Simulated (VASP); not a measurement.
# Mg2Si (Fm-3m) in VASP: elastic constants with LDA

Aim: the elastic constants of Mg2Si with LDA.

All numbers are computed with VASP 6.6.1; they aren't measurements. Logs are shortened: lines on timing, memory, paths and dates and some standing lists are left out, and cuts for length are marked.

## (1) The cell of the first run

Symmetry: Fm-3m, No. 225, cubic system. Conventional cell: a = 6.260 Å, b = 6.260 Å, c = 6.260 Å, α = 90.00°, β = 90.00°, γ = 90.00°. Within 3.6 Å of Mg (site symmetry -43m) lie 4 Si at 2.71 Å and 6 Mg at 3.13 Å. Within 3.6 Å of Si (site symmetry m-3m) lie 8 Mg at 2.71 Å.

## (2) Elastic constants, LDA

INCAR

```
ALGO     = Normal         # electronic algorithm
EDIFF    = 1E-8           # SCF threshold, eV
ENCUT    = 600            # plane-wave cutoff, eV
GGA_COMPAT= F            
IBRION   = 6              # ionic algorithm
ISIF     = 3              # what is computed and relaxed
ISMEAR   = -1             # smearing method
LASPH    = T              # aspherical terms in the spheres
LCHARG   = F              # write CHGCAR
LREAL    = F              # projectors in reciprocal space
LWAVE    = F              # write WAVECAR
NBANDS   = 11             # bands
NELM     = 120            # most SCF steps
NFREE    = 2            
NSW      = 1              # ionic steps
POTIM    = 0.015          # step
PREC     = Accurate       # precision mode
SIGMA    = 0.1            # smearing width, eV
```

KPOINTS

```
k-points
0
Gamma
  12 12 12
```

POSCAR

```
Mg2Si
1.0
    0.0000000000      3.1300853158      3.1300853158
    3.1300853158      0.0000000000      3.1300853158
    3.1300853158      3.1300853158      0.0000000000
Mg Si
2 1
Direct
    0.2500000000      0.2500000000      0.2500000000
    0.7500000000      0.7500000000      0.7500000000
    0.0000000000      0.0000000000      0.0000000000
```

Potentials or basis: VASP PAW LDA potentials, release 64 (Mg, Si).

The run is started by

```console
> cat potpaw_LDA.64/Mg/POTCAR potpaw_LDA.64/Si/POTCAR > POTCAR
> mpirun -np 1 vasp_std > vasp.out
```

OUTCAR:

```text
EDIFF = 1E-8
   ENCUT = 600
   IBRION = 6
   ISIF = 3
   ISMEAR = -1
   LASPH = T
   LREAL = F
   NELM = 120
   NFREE = 2
   NSW = 1
   POTIM = 0.015
   PREC = Accurate

 ion  position               nearest neighbor table
   1  0.250  0.250  0.250-   3 2.71   3 2.71   3 2.71   3 2.71   2 3.13   2 3.13   2 3.13   2 3.13
                             2 3.13   2 3.13
   2  0.750  0.750  0.750-   3 2.71   3 2.71   3 2.71   3 2.71   1 3.13   1 3.13   1 3.13   1 3.13
                             1 3.13   1 3.13
   3  0.000  0.000  0.000-   2 2.71   2 2.71   2 2.71   1 2.71   1 2.71   1 2.71   2 2.71   1 2.71

  LATTYP: Found a face centered cubic cell.
 ALAT       =     6.2601706316

  Lattice vectors:

 A1 = (   0.0000000000,   3.1300853158,   3.1300853158)
 A2 = (   3.1300853158,   0.0000000000,   3.1300853158)
 A3 = (   3.1300853158,   3.1300853158,   0.0000000000)

Analysis of symmetry for initial positions (statically):
=====================================================================
 Subroutine PRICEL returns:
 Original cell was already a primitive cell.

 Routine SETGRP: Setting up the symmetry group for a
 face centered cubic supercell.

 Subroutine GETGRP returns: Found 48 space group operations
 (whereof 48 operations were pure point group operations)
 out of a pool of 48 trial point group operations.

The static configuration has the point symmetry O_h .

Analysis of symmetry for dynamics (positions and initial velocities):
=====================================================================
 Subroutine PRICEL returns:
 Original cell was already a primitive cell.

 Routine SETGRP: Setting up the symmetry group for a
 face centered cubic supercell.

 Subroutine GETGRP returns: Found 48 space group operations
 (whereof 48 operations were pure point group operations)
 out of a pool of 48 trial point group operations.

The dynamic configuration has the point symmetry O_h .

 Subroutine INISYM returns: Found 48 space group operations
 (whereof 48 operations are pure point group operations),
 and found     1 'primitive' translations

----------------------------------------------------------------------------------------

                                     Primitive cell

  volume of cell :      61.3336

  direct lattice vectors                    reciprocal lattice vectors
     0.000000000  3.130085316  3.130085316    -0.159740055  0.159740055  0.159740055
     3.130085316  0.000000000  3.130085316     0.159740055 -0.159740055  0.159740055
     3.130085316  3.130085316  0.000000000     0.159740055  0.159740055 -0.159740055

  length of vectors
     4.426609105  4.426609105  4.426609105     0.276677891  0.276677891  0.276677891

  position of ions in fractional coordinates (direct lattice)
     0.250000000  0.250000000  0.250000000
     0.750000000  0.750000000  0.750000000
     0.000000000  0.000000000  0.000000000

  ion indices of the primitive-cell ions
   primitive index   ion index
                 1           1
                 2           2
                 3           3

----------------------------------------------------------------------------------------

 KPOINTS: k-points

Automatic generation of k-mesh.
 Grid dimensions read from file:
 generate k-points for:   12   12   12

 Generating k-lattice:

  Cartesian coordinates                     Fractional coordinates (reciprocal lattice)
    -0.013311671  0.013311671  0.013311671     0.083333333  0.000000000  0.000000000
     0.013311671 -0.013311671  0.013311671     0.000000000  0.083333333  0.000000000
     0.013311671  0.013311671 -0.013311671     0.000000000  0.000000000  0.083333333

  Length of vectors
     0.023056491  0.023056491  0.023056491

  Shift w.r.t. Gamma in fractional coordinates (k-lattice)
     0.000000000  0.000000000  0.000000000

[... 77 lines left out ...]
   AEXX    =    0.0000 exact exchange contribution
   IVDW    =     0    specifies the selected vdW correction
   LEPSILON=     F    determine dielectric tensor
   LRPA    =     F    only Hartree local field effects (RPA)
 finite differences with symmetry
 non-spin polarized calculation
  energy-cutoff  :      600.00
  volume of cell :       61.33
 maximum number of plane-waves:      2085
   NGX = 17   NGY = 17   NGZ = 17

--------------------------------------- Ionic step        1  -------------------------------------------

 number of electron       8.0000000 magnetization

 Free energy of the ion-electron system (eV)
  ---------------------------------------------------
  ext. energy  EPLUGINS =         0.00000000
  ---------------------------------------------------
  free energy    TOTEN  =       -10.13551645 eV

  energy without entropy =      -10.12959820  energy(sigma->0) =      -10.13255733

------------------------ aborting loop because EDIFF is reached ----------------------------------------

  FORCE on cell =-STRESS in cart. coord.  units (eV):
  Direction    XX          YY          ZZ          XY          YZ          ZX
  --------------------------------------------------------------------------------------
  -------------------------------------------------------------------------------------
  Total       -0.1113135     -0.1113135     -0.1113135      0.0000000     -0.0000000      0.0000000
  in kB       -2.9077680     -2.9077680     -2.9077680      0.0000000     -0.0000000      0.0000000
  external PRESSURE =      -2.9077680 kB  Pullay stress =       0.0000000 kB
[... 92 lines left out ...]
  FREE ENERGIE OF THE ION-ELECTRON SYSTEM (eV)
  ---------------------------------------------------
  free  energy   TOTEN  =       -10.1318279178 eV

  energy  without entropy=      -10.1257426615  energy(sigma->0) =      -10.12878529

[... ionic steps 4 to 14 ...]

--------------------------------------- Ionic step       15  -------------------------------------------

 number of electron       8.0000000 magnetization

------------------------ aborting loop because EDIFF is reached ----------------------------------------
[... 69 lines left out ...]
--------------------------------------- Ionic step       17  -------------------------------------------

 number of electron       8.0000000 magnetization

 Free energy of the ion-electron system (eV)
  ---------------------------------------------------
  ext. energy  EPLUGINS =         0.00000000
  ---------------------------------------------------
  free energy    TOTEN  =       -10.13490465 eV

  energy without entropy =      -10.12898545  energy(sigma->0) =      -10.13194505

 E-fermi :   3.8687     XC(G=0):  -9.1327

 val. band max:        3.8682780640   @ k =   0.0000   0.5000   0.5000
 cond. band min:       4.0396776899   @ k =   0.5000   0.4167   0.0000
 fundamental gap:      0.1713996259
 Fermi energy:         3.8686940093

 k-point     1 :       0.0000    0.0000    0.0000
  band No.  band energies     occupation
      1      -5.5573      2.00000
      2       3.7504      1.53106
      3       3.7504      1.53106
      4       3.7508      1.52941
      5       5.7572      0.00000
      6       6.3213      0.00000
      7       6.3216      0.00000
      8       6.3216      0.00000
      9       9.4424      0.00000
     10       9.4428      0.00000
     11      10.4045      0.00000
[... 309 lines left out ...]
 k-point    24 :      -0.4167    0.1667    0.0000
  band No.  band energies     occupation
      1      -3.9023      2.00000
      2      -0.8931      2.00000
      3       1.5819      2.00000
      4       2.7193      1.99998
      5       5.3368      0.00000
      6       6.8640      0.00000
      7       7.1187      0.00000
      8       9.4212      0.00000
      9      10.2917      0.00000
     10      10.6482      0.00000
     11      11.5134      0.00000

 [... further k-points ...]

------------------------ aborting loop because EDIFF is reached ----------------------------------------

  FORCE on cell =-STRESS in cart. coord.  units (eV):
  Direction    XX          YY          ZZ          XY          YZ          ZX
  --------------------------------------------------------------------------------------
  -------------------------------------------------------------------------------------
  Total       -0.1108306     -0.1094425     -0.1094425      0.0000000      0.0000000      0.0000000
  in kB       -2.8951554     -2.8588948     -2.8588948      0.0000000      0.0000000      0.0000000
  external PRESSURE =      -2.8709816 kB  Pullay stress =       0.0000000 kB
[... 18 lines left out ...]
  FREE ENERGIE OF THE ION-ELECTRON SYSTEM (eV)
  ---------------------------------------------------
  free  energy   TOTEN  =       -10.1349046537 eV

  energy  without entropy=      -10.1289854494  energy(sigma->0) =      -10.13194505

 INTERNAL STRAIN TENSORS FROM STRAINED CELLS
 ============================================

 INTERNAL STRAIN TENSOR FOR ION    1 for displacements in x,y,z  (eV/Angst):
          X           Y           Z          XY          YZ          ZX
  --------------------------------------------------------------------------------
  x    -0.00000     0.00000     0.00000     0.00000    -2.11653    -0.00000
  y    -0.00000     0.00000     0.00000     0.00000    -0.00000    -2.11673
  z     0.00000     0.00000     0.00000    -2.11672    -0.00000     0.00000

 INTERNAL STRAIN TENSORS FROM DISPLACED ATOMS
 ============================================

 INTERNAL STRAIN TENSOR FOR ION    1 for displacements in x,y,z  (eV/Angst):
          X           Y           Z          XY          YZ          ZX
  --------------------------------------------------------------------------------
  x     0.00000     0.00000     0.00000     0.00000    -2.10744     0.00000
  y     0.00000    -0.00000     0.00000     0.00000     0.00000    -2.10744
  z     0.00000     0.00000    -0.00000    -2.10744     0.00000     0.00000

 INTERNAL STRAIN TENSOR FOR ION    3 for displacements in x,y,z  (eV/Angst):
          X           Y           Z          XY          YZ          ZX
  --------------------------------------------------------------------------------
  x     0.00000     0.00000     0.00000     0.00000     0.00000     0.00000
  y     0.00000     0.00000     0.00000     0.00000     0.00000     0.00000
  z     0.00000     0.00000     0.00000     0.00000     0.00000     0.00000

 Eigenvectors and eigenvalues of the dynamical matrix
 ----------------------------------------------------

   1 f  =    8.639664 THz    54.284608 2PiTHz  288.188160 cm-1    35.730762 meV
             X         Y         Z           dx          dy          dz
      1.565043  1.565043  1.565043    -0.427871    0.000896    0.000178
      4.695128  4.695128  4.695128    -0.427871    0.000896    0.000178
      0.000000  0.000000  0.000000     0.796146   -0.001667   -0.000332
[... 43 lines left out ...]
   9 f/i=    0.000372 THz     0.002337 2PiTHz    0.012406 cm-1     0.001538 meV
             X         Y         Z           dx          dy          dz
      1.565043  1.565043  1.565043    -0.020558   -0.065234   -0.558791
      4.695128  4.695128  4.695128    -0.020558   -0.065234   -0.558791
      0.000000  0.000000  0.000000    -0.022097   -0.070117   -0.600620

--------------------------------------------------------------------------------------------------------

 ELASTIC MODULI CONTR FROM IONIC RELAXATION (kBar)
 Direction    XX          YY          ZZ          XY          YZ          ZX
 --------------------------------------------------------------------------------
 XX          -0.0000      0.0000      0.0000      0.0000      0.0000      0.0000
 YY           0.0000     -0.0000      0.0000      0.0000     -0.0000     -0.0000
 ZZ           0.0000      0.0000     -0.0000     -0.0000     -0.0000      0.0000
 XY           0.0000      0.0000     -0.0000    -37.8536     -0.0000      0.0000
 YZ           0.0000     -0.0000     -0.0000     -0.0000    -37.8536     -0.0000
 ZX           0.0000     -0.0000      0.0000      0.0000     -0.0000    -37.8536
 --------------------------------------------------------------------------------

 TOTAL ELASTIC MODULI (kBar)
 Direction    XX          YY          ZZ          XY          YZ          ZX
 --------------------------------------------------------------------------------
 XX        1222.8655    276.3707    276.3707      0.0000      0.0000      0.0000
 YY         276.3707   1222.8655    276.3707     -0.0000      0.0000     -0.0000
 ZZ         276.3707    276.3707   1222.8655      0.0000     -0.0000      0.0000
 XY           0.0000     -0.0000      0.0000    463.4174     -0.0000      0.0000
 YZ           0.0000      0.0000     -0.0000     -0.0000    463.4174     -0.0000
 ZX           0.0000     -0.0000      0.0000      0.0000     -0.0000    463.4174
 --------------------------------------------------------------------------------
```

Wall time 14 min (1 thread of Intel Xeon 6975P-C (Granite Rapids), shared host); peak memory 0.75 GiB.

Results:

* Elastic constants C11, C12, C44: 122, 28, 46 GPa
* Voigt bulk modulus: 59 GPa
* Highest phonon frequency at Γ, LO-TO splitting left out: 288 cm⁻¹

Phonon frequencies in cm⁻¹ (negative: imaginary):
```tsv
q point	frequencies
(0.000, 0.000, 0.000)	0 0 0 262 262 262 288 288 288
```

Elastic tensor in Voigt notation (GPa, in the Cartesian axes of the cell as first typed):
```
122  28  28   0   0   0
 28 122  28   0   0   0
 28  28 122   0   0   0
  0   0   0  46   0   0
  0   0   0   0  46   0
  0   0   0   0   0  46
```

Clamped-ion elastic tensor (GPa):
```
122  28  28   0   0   0
 28 122  28   0   0   0
 28  28 122   0   0   0
  0   0   0  50   0   0
  0   0   0   0  50   0
  0   0   0   0   0  50
```
